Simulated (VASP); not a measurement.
Here is a VASP 6.6.1 calculation.

Contents of INCAR:

```
PREC     = Accurate       # precision mode
ENCUT    = 600            # plane-wave cutoff, eV
EDIFF    = 1E-6           # SCF threshold, eV
ISMEAR   = -1             # smearing method
SIGMA    = 0.08           # smearing width, eV
LREAL    = False          # projectors in reciprocal space
LASPH    = True           # aspherical terms in the spheres
NELM     = 100            # most SCF steps
ALGO     = Normal         # electronic algorithm
ISIF     = 3              # what is computed and relaxed
LWAVE    = False          # write WAVECAR
LCHARG   = False          # write CHGCAR
IBRION   = 2              # ionic algorithm
NSW      = 32             # ionic steps
EDIFFG   = -0.005         # ionic threshold
PSTRESS  = 570.0
```

KPOINTS

```
Automatic mesh
0
Gamma
  18 18 18
```

File POSCAR:

```
Ga
1.0
   -1.4435002118      1.4435002118      1.4435002118
    1.4435002118     -1.4435002118      1.4435002118
    1.4435002118      1.4435002118     -1.4435002118
Ga
1
Direct
    0.0000000000      0.0000000000      0.0000000000
```

Potentials or basis: VASP PAW LDA potentials, release 64 (Ga_d).

Launch:

```sh
$ cat potpaw_LDA.64/Ga_d/POTCAR > POTCAR
$ mpirun -np 1 vasp_std > vasp.out
```

Q: Estimate the band gap on the k mesh.

A: Zero (an odd number of electrons rules out a gap without spin polarisation).

Q: Estimate the relaxed cell.

A: a = 2.503 Å, b = 2.503 Å, c = 2.503 Å, α = 109.47°, β = 109.47°, γ = 109.47°.

Q: Estimate the relaxed volume.

A: 12.07 Å³/atom.

The path:
```
step  energy change (eV)  largest force (eV/Å)  pressure (GPa)  volume (Å³)
   1              0.0000                0.0000           57.78        12.03
   2             -0.0359                0.0000           54.98        12.13
   3             -0.0130                0.0000           57.06        12.07
```

Caveat: the cell is relaxed towards a set pressure, so the run minimises the enthalpy, not the energy.
